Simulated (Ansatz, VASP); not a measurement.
## Rh in VASP and in Ansatz

INCAR

```
PREC = Accurate ; ENCUT = 520
EDIFF = 1E-6 ; ISMEAR = -1
SIGMA = 0.05 ; LREAL = False
LASPH = True ; NELM = 80
ALGO = Normal ; ISIF = 2
LWAVE = False ; LCHARG = False
NBANDS = 14
```

The input KPOINTS:

```
regular mesh
0
Gamma
  17 17 17
```

POSCAR

```
Rh
1.0
    0.0000000000      1.6821955841      1.6821955841
    1.6821955841      0.0000000000      1.6821955841
    1.6821955841      1.6821955841      0.0000000000
Rh
1
Direct
    0.0000000000      0.0000000000      0.0000000000
```

Input for Ansatz:

```yaml
crystal:
  lattice:
    - [0.0, 1.6821955841, 1.6821955841]
    - [1.6821955841, 0.0, 1.6821955841]
    - [1.6821955841, 1.6821955841, 0.0]
  atoms:
    - { symbol: Rh, position: [0.0, 0.0, 0.0] }
kpoints:
  mp_grid: { grid: [17, 17, 17] }
scf:
  occupations: { method: fermi_dirac, width: 0.05 }
hamiltonian:
  xc: lda
  pseudopotentials: { kind: all_electron, lapw: { basis_error: 0.001 } }
output:
  forces: true
  stress: true
  eigenvalues: true
  populations: true
```

Change from the starting cell: volume scaled by 0.72, LAPW.

Alike in both runs: task single point; functional LDA; k mesh 17 × 17 × 17; occupations fermi-dirac, width 0.05 eV; no spin polarisation.

```csv
,VASP,Ansatz
version,VASP 6.6.1,Ansatz 0.2.0
potentials or method,"VASP PAW LDA potentials, release 64 (Rh_pv), cutoff 520 eV","all-electron LAPW, scalar-relativistic"
```

Ansatz gave:

| Item | Value |
| --- | --- |
| pressure (GPa) | 233.9 |

Question: Which values does VASP return?

Answer: Pressure (GPa): 238.1.

LDA's correlation is that of Perdew and Zunger in VASP and of Perdew and Wang (1992) in Ansatz. Both programs put the cell under a high pressure, so it lies far from rest at this level. Ansatz ran all-electron here, and VASP with PAW potentials.

Noted on VASP's run: the cell as given lies far from equilibrium.
